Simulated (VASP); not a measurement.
# MoS2 (R-3m) in VASP: notebook, part 2 of 2

VASP 6.6.1.

**5. Single point, PBE+D3(BJ) (volume scaled by 1.10, then relaxed in part)**

Input file INCAR:

```
SYSTEM = MoS2
  PREC = Accurate
  ENCUT = 520
  EDIFF = 1E-6
  ISMEAR = 0
  SIGMA = 0.1
  LREAL = .FALSE.
  LASPH = .TRUE.
  NELM = 60
  ALGO = Normal
  ISIF = 2
  LWAVE = .FALSE.
  LCHARG = .TRUE.
  GGA = PE
  IVDW = 12
  LELF = .TRUE.
  LVHAR = .TRUE.
  NBANDS = 20
```

Input file KPOINTS:

```
regular mesh
0
G
  15 15 15
  0 0 0
```

Input file POSCAR:

```
MoS2
1.0
    1.5903752987      0.9182036068      6.3596979253
   -1.5903752987      0.9182036068      6.3596979253
    0.0000000000     -1.8364072136      6.3596979253
Mo S
1 2
Direct
    0.0000000000      0.0000000000      0.0000000000
    0.7499772085      0.7499772085      0.7499772085
    0.2500227915      0.2500227915      0.2500227915
```

Potentials or basis: VASP PAW PBE potentials, release 64 (Mo_sv, S).

Started as:

```sh
$ cat potpaw_PBE.64/Mo_sv/POTCAR potpaw_PBE.64/S/POTCAR > POTCAR
$ mpirun -np 1 vasp_std > vasp.out
```

OUTCAR:

```text
SYSTEM = MoS2
   PREC = Accurate
   ENCUT = 520
   EDIFF = 1E-6
   ISMEAR = 0
   LREAL = .FALSE.
   LASPH = .TRUE.
   NELM = 60
   ISIF = 2
   GGA = PE
   IVDW = 12
 IVDW          = 12

 ion  position               nearest neighbor table
   1  0.000  0.000  0.000-   2 2.43   3 2.43   2 2.43   2 2.43   3 2.43   3 2.43
   2  0.750  0.750  0.750-   1 2.43   1 2.43   1 2.43
   3  0.250  0.250  0.250-   1 2.43   1 2.43   1 2.43

  LATTYP: Found a trigonal (rhomboedric) cell.
 ALAT       =     6.6195278650
 COS(alpha) =     0.8845549783

  Lattice vectors:

 A1 = (   1.5903752987,   0.9182036068,   6.3596979253)
 A2 = (  -1.5903752987,   0.9182036068,   6.3596979253)
 A3 = (   0.0000000000,  -1.8364072136,   6.3596979253)

Analysis of symmetry for initial positions (statically):
=====================================================================
 Subroutine PRICEL returns:
 Original cell was already a primitive cell.

 Routine SETGRP: Setting up the symmetry group for a
 trigonal (rhombohedral) supercell.

 Subroutine GETGRP returns: Found 12 space group operations
 (whereof 12 operations were pure point group operations)
 out of a pool of 12 trial point group operations.

The static configuration has the point symmetry D_3d.

Analysis of symmetry for dynamics (positions and initial velocities):
=====================================================================
 Subroutine PRICEL returns:
 Original cell was already a primitive cell.

 Routine SETGRP: Setting up the symmetry group for a
 trigonal (rhombohedral) supercell.

 Subroutine GETGRP returns: Found 12 space group operations
 (whereof 12 operations were pure point group operations)
 out of a pool of 12 trial point group operations.

The dynamic configuration has the point symmetry D_3d.

 Subroutine INISYM returns: Found 12 space group operations
 (whereof 12 operations are pure point group operations),
 and found     1 'primitive' translations

----------------------------------------------------------------------------------------

                                     Primitive cell

  volume of cell :      55.7220

  direct lattice vectors                    reciprocal lattice vectors
     1.590375299  0.918203607  6.359697925     0.314391201  0.181513844  0.052413391
    -1.590375299  0.918203607  6.359697925    -0.314391201  0.181513844  0.052413391
     0.000000000 -1.836407214  6.359697925     0.000000000 -0.363027689  0.052413391

  length of vectors
     6.619527865  6.619527865  6.619527865     0.366791857  0.366791857  0.366791857

  position of ions in fractional coordinates (direct lattice)
     0.000000000  0.000000000  0.000000000
     0.749977208  0.749977208  0.749977208
     0.250022792  0.250022792  0.250022792

  ion indices of the primitive-cell ions
   primitive index   ion index
                 1           1
                 2           2
                 3           3

----------------------------------------------------------------------------------------

 KPOINTS: regular mesh

Automatic generation of k-mesh.
 Grid dimensions read from file:
 generate k-points for:   15   15   15

 Generating k-lattice:

  Cartesian coordinates                     Fractional coordinates (reciprocal lattice)
     0.020959413  0.012100923  0.003494226     0.066666667  0.000000000 -0.000000000
    -0.020959413  0.012100923  0.003494226     0.000000000  0.066666667 -0.000000000
     0.000000000 -0.024201846  0.003494226    -0.000000000 -0.000000000  0.066666667

  Length of vectors
     0.024452790  0.024452790  0.024452790

  Shift w.r.t. Gamma in fractional coordinates (k-lattice)
     0.000000000  0.000000000  0.000000000

 Subroutine IBZKPT returns following result:
 ===========================================

 Found    344 irreducible k-points:

 Following reciprocal coordinates:
            Coordinates               Weight
  0.000000  0.000000  0.000000      1.000000
  0.066667  0.000000  0.000000      6.000000
  0.133333 -0.000000  0.000000      6.000000
  0.200000  0.000000 -0.000000      6.000000
  0.266667 -0.000000  0.000000      6.000000
  0.333333  0.000000 -0.000000      6.000000
[... 16 lines left out ...]
  0.133333  0.133333  0.000000      6.000000
  0.200000  0.133333 -0.000000     12.000000
 [... further k-points ...]
   k-points           NKPTS =    344   k-points in BZ     NKDIM =    344   number of bands    NBANDS=     20
   number of dos      NEDOS =    301   number of ions     NIONS =      3
   total plane-waves  NPLWV = 125000
   dimension x,y,z NGX =    50 NGY =   50 NGZ =   50
   dimension x,y,z NGXF=   100 NGYF=  100 NGZF=  100
   ions per type =               1   2
   NGX,Y,Z   is equivalent  to a cutoff of  12.56, 12.56, 12.56 a.u.
   NGXF,Y,Z  is equivalent  to a cutoff of  25.11, 25.11, 25.11 a.u.
 SYSTEM =  MoS2
   PREC   = accura    normal or accurate (medium, high low for compatibility)
   ISTART =      0    job   : 0-new  1-cont  2-samecut
   ICHARG =      2    charge: 1-file 2-atom 10-const
   ISPIN  =      1    spin polarized calculation?
   LNONCOLLINEAR =      F non collinear calculations
   LSORBIT =      F    spin-orbit coupling
   LASPH  =      T    aspherical Exc in radial PAW
   ENCUT  =  520.0 eV  38.22 Ry    6.18 a.u.  12.31 12.31 12.31*2*pi/ulx,y,z
   NELM   =     60;   NELMIN=  2; NELMDL= -5     # of ELM steps
   EDIFF  = 0.1E-05   stopping-criterion for ELM
   LREAL  =      F    real-space projection
   EDIFFG = 0.1E-04   stopping-criterion for IOM
   NSW    =      0    number of steps for IOM
   IBRION =     -1    ionic relax: 0-MD 1-quasi-New 2-CG
   NFREE  =      0    steps in history (QN), initial steepest desc. (CG)
   ISIF   =      2    stress and relaxation
   ISYM   =      2    0-nonsym 1-usesym 2-fastsym
   POTIM  = 0.5000    time-step for ionic-motion
   TEBEG  =    0.0;   TEEND  =   0.0 temperature during run
   PSTRESS=    0.0 pullay stress
   NELECT =      26.0000    total number of electrons
   NUPDOWN=      -1.0000    fix difference up-down
   EMIN   =  10.00;   EMAX   =-10.00  energy-range for DOS
   EFERMI =   0.00;   METHOD = LEGACY
   ISMEAR =     0;   SIGMA  =   0.10  broadening in eV -4-tet -1-fermi 0-gaus
   EFERMI_NEDOS =   21; number of points for ismear=-14 and -15
   IALGO  =     38    algorithm
   IMIX   =      4    mixing-type and parameters
     AMIX     =   0.40;   BMIX     =  1.00
     AMIX_MAG =   1.60;   BMIX_MAG =  1.00
  volume/ion in A,a.u.               =      18.57       125.34
  Fermi-wavevector in a.u.,A,eV,Ry     =   1.269766  2.399511 21.936764  1.612307
  Thomas-Fermi vector in A             =   2.402790
   LORBIT       =      0    0 simple, 1 ext, 2 COOP (PROOUT), +10 PAW based schemes
   GGA     = PE    functional components
   LHFCALC =     F    Hartree Fock is set to
   AEXX    =    0.0000 exact exchange contribution
   IVDW    =    12    specifies the selected vdW correction
   LEPSILON=     F    determine dielectric tensor
   LRPA    =     F    only Hartree local field effects (RPA)
 non-spin polarized calculation
 Gauss-broadening in eV      SIGMA  =   0.10
  energy-cutoff  :      520.00
  volume of cell :       55.72
 maximum number of plane-waves:      1515
 NGX is ok and might be reduce to    50
   NGX = 25   NGY = 25   NGZ = 25

 number of electron      25.9999999 magnetization

 Free energy of the ion-electron system (eV)
  ---------------------------------------------------
  ext. energy  EPLUGINS =         0.00000000
  ---------------------------------------------------
  free energy    TOTEN  =       -21.01946690 eV

  energy without entropy =      -21.01164785  energy(sigma->0) =      -21.01555738

 E-fermi :   7.2117     XC(G=0): -10.5954

 val. band max:        7.1986940402   @ k =  -0.2000  -0.4667   0.1333
 cond. band min:       7.2145550164   @ k =   0.2667   0.2000   0.2000
 fundamental gap:      0.0158609761
 Fermi energy:         7.2116790755

 k-point     1 :       0.0000    0.0000    0.0000
  band No.  band energies     occupation
      1     -54.5927      2.00000
      2     -28.6474      2.00000
      3     -28.5601      2.00000
      4     -28.5601      2.00000
      5      -7.7230      2.00000
      6      -6.3394      2.00000
[... 12 lines left out ...]
     19      13.5001      0.00000
[... 513 lines left out ...]
      4     -28.5858      2.00000
      5      -7.2366      2.00000
      6      -6.2374      2.00000
[... 12 lines left out ...]
     19      15.1832      0.00000
     20      16.3277      0.00000

 [... further k-points ...]

------------------------ aborting loop because EDIFF is reached ----------------------------------------

 Edisp (eV)   -1.22333

 E8    (eV) :    -0.4944

  FORCE on cell =-STRESS in cart. coord.  units (eV):
  Direction    XX          YY          ZZ          XY          YZ          ZX
  --------------------------------------------------------------------------------------
  -------------------------------------------------------------------------------------
  Total      -1.06378    -1.06378    -1.04594     0.00000    -0.00000     0.00000
  in kB     -30.58695   -30.58695   -30.07384     0.00000    -0.00000     0.00000
  external pressure =      -30.42 kB  Pullay stress =        0.00 kB

 VOLUME and BASIS-vectors are now :
 -----------------------------------------------------------------------------
  energy-cutoff  :      520.00
  volume of cell :       55.72
      direct lattice vectors                 reciprocal lattice vectors
     1.590375299  0.918203607  6.359697925     0.314391201  0.181513844  0.052413391
    -1.590375299  0.918203607  6.359697925    -0.314391201  0.181513844  0.052413391
     0.000000000 -1.836407214  6.359697925     0.000000000 -0.363027689  0.052413391

 POSITION                                       TOTAL-FORCE (eV/Angst)
 -----------------------------------------------------------------------------------
      0.00000      0.00000      0.00000        -0.000000     -0.000000      0.000000
      0.00000      0.00000     14.30889         0.000000     -0.000000     -0.018801
      0.00000      0.00000      4.77021         0.000000      0.000000      0.018801
 -----------------------------------------------------------------------------------
    total drift:                               -0.000000     -0.000000      0.000000

  FREE ENERGIE OF THE ION-ELECTRON SYSTEM (eV)
  ---------------------------------------------------
  free  energy   TOTEN  =       -22.2427999512 eV

  energy  without entropy=      -22.2349808980  energy(sigma->0) =      -22.23889042
```

Run time: 10 min. Hardware: 1 thread of Intel Xeon 6975P-C (Granite Rapids), shared host; peak memory 0.59 GiB.

What came out:

| Property | Result |
| --- | --- |
| Free energy | -22.2428 eV |
| Pressure | -3.0 GPa |
| Largest force | 0.019 eV/Å |
| Band gap on the k mesh | zero (band 13 reaches 7.55 eV, above the bottom of band 14 at 6.97 eV) |
| Dispersion energy per atom | -0.408 eV |

Forces on the atoms (eV/Å):
```
Mo   0.000  0.000  0.000
S    0.000  0.000 -0.019
S    0.000  0.000  0.019
```

Caveat: the cell differs from its parent crystal (volume scaled by 1.10, then relaxed in part); pairwise dispersion overbinds metals, which lowers pressure and volume.

**6. Relaxation of cell and atoms, PBE+D3(BJ)**

Input file INCAR:

```
ALGO = Normal ; EDIFF = 1E-6
EDIFFG = -0.05 ; ENCUT = 600
GGA = PE ; IBRION = 2
ISIF = 3 ; ISMEAR = 0
IVDW = 12 ; LASPH = T
LCHARG = F ; LREAL = F
LWAVE = F ; NELM = 60
NSW = 100 ; PREC = Accurate
SIGMA = 0.1
```

Input file KPOINTS:

```
k-points
0
Gamma
  9 9 9
```

Input file POSCAR:

```
MoS2
1.0
    1.5855000000      0.9153888518      6.1149966667
   -1.5855000000      0.9153888518      6.1149966667
    0.0000000000     -1.8307777036      6.1149966667
Mo S
1 2
Direct
    0.0000000000      0.0000000000      0.0000000000
    0.7500000000      0.7500000000      0.7500000000
    0.2500000000      0.2500000000      0.2500000000
```

Potentials or basis: VASP PAW PBE potentials, release 64 (Mo_sv, S).

Started as:

```sh
$ cat potpaw_PBE.64/Mo_sv/POTCAR potpaw_PBE.64/S/POTCAR > POTCAR
$ mpirun -np 1 vasp_std > vasp.out
```

Run time: 22 min. Hardware: 1 thread of Intel Xeon 6975P-C (Granite Rapids), shared host; peak memory 0.48 GiB.

The run converged. Its results:

```
Free energy                            : -22.2989 eV
Relaxed volume                         : 16.92 Å³/atom
Relaxed cell                           : a = 6.227 Å, b = 6.227 Å, c = 6.227 Å, α = 29.17°, β = 29.17°, γ = 29.17°
Space group after relaxing (to 0.05 Å) : R-3m (No. 166)
Energy gained by relaxing              : 24.4 meV/atom
Ionic steps                            : 11
Pressure after relaxing                : 0.2 GPa
Largest force after relaxing           : 0.020 eV/Å
Band gap on the k mesh                 : zero (band 13 reaches 8.60 eV, above the bottom of band 14 at 8.22 eV)
Dispersion energy per atom             : -0.449 eV
```

Forces on the atoms (eV/Å):
```
Mo   0.000  0.000  0.000
S    0.000  0.000  0.020
S    0.000  0.000 -0.020
```

Stress tensor (GPa, compression positive):
```
0.07 0.00 0.00
0.00 0.07 0.00
0.00 0.00 0.32
```

Step by step:
| step | energy change (eV) | largest force (eV/Å) | pressure (GPa) | volume (Å³) |
| --- | --- | --- | --- | --- |
| 1 | 0.0000 | 0.9842 | 3.82 | 53.25 |
| 2 | 0.0538 | 0.8591 | -8.81 | 56.57 |
| 3 | -0.0363 | 0.2066 | -1.55 | 54.50 |
| 4 | -0.0505 | 0.1529 | -1.04 | 53.67 |
| 5 | -0.0566 | 0.0863 | -0.24 | 52.64 |
| 6 | -0.0607 | 0.1377 | 0.25 | 52.24 |
| 7 | -0.0661 | 0.2852 | 1.82 | 51.09 |
| 8 | -0.0672 | 0.2634 | 1.67 | 51.06 |
| 9 | -0.0700 | 0.1984 | 1.25 | 50.98 |
| 10 | -0.0731 | 0.0697 | 0.44 | 50.81 |
| 11 | -0.0733 | 0.0204 | 0.15 | 50.75 |

Final structure:
```xyz
3
Lattice="1.5681 0.9053 5.9578 -1.5681 0.9053 5.9578 0.0000 -1.8107 5.9578" Properties=species:S:1:pos:R:3 pbc="T T T"
Mo    0.0000    0.0000    0.0000
S     0.0000    0.0000   13.5139
S     0.0000    0.0000    4.3595
```

Levels at points of the mesh, in eV from the Fermi level:
| k point | band 10 | band 11 | band 12 | band 13 | band 14 | band 15 | band 16 | band 17 |
| --- | --- | --- | --- | --- | --- | --- | --- | --- |
| (0.00, 0.00, 0.00) | -1.49 | -1.38 | -0.76 | -0.76 | 0.09 | 0.09 | 3.23 | 3.23 |

Caveat: pairwise dispersion overbinds metals, which lowers pressure and volume; the relaxation stopped at a loose force limit of 0.05 eV/Å, so its end isn't a converged minimum.

**7. Summary**

```tsv
task	cell	k mesh	cutoff (eV)	gap on the mesh (eV)	pressure (GPa)	relaxed volume (Å³/atom)	largest force (eV/Å)
relaxation of cell and atoms	relaxed from a = 6.383 Å, angles 28.8°, 3 atoms	6 × 6 × 6	600	none	-0.1	16.98	0.01
single point	a = 6.223 Å, angles 29.2°, 3 atoms	15 × 15 × 15	520	none	-0.1	-	0.01
single point	a = 6.449 Å, angles 28.4°, 3 atoms	15 × 15 × 15	520	none	-2.4	-	0.02
single point	a = 6.620 Å, angles 27.8°, 3 atoms	15 × 15 × 15	520	none	-3.0	-	0.02
relaxation of cell and atoms	relaxed from a = 6.383 Å, angles 28.8°, 3 atoms	9 × 9 × 9	600	none	0.2	16.92	0.02
```

Alike in all rows: level PBE+D3(BJ); potentials or basis VASP PAW PBE potentials, release 64 (Mo_sv, S); no spin polarisation; smearing gaussian 0.1 eV.

Caveats: some runs use coarse meshes; pairwise dispersion overbinds metals, which lowers pressure and volume; the relaxation stopped at a loose force limit of 0.05 eV/Å, so its end isn't a converged minimum (some runs).

Absolute energies hang on the potentials; compare differences alone.
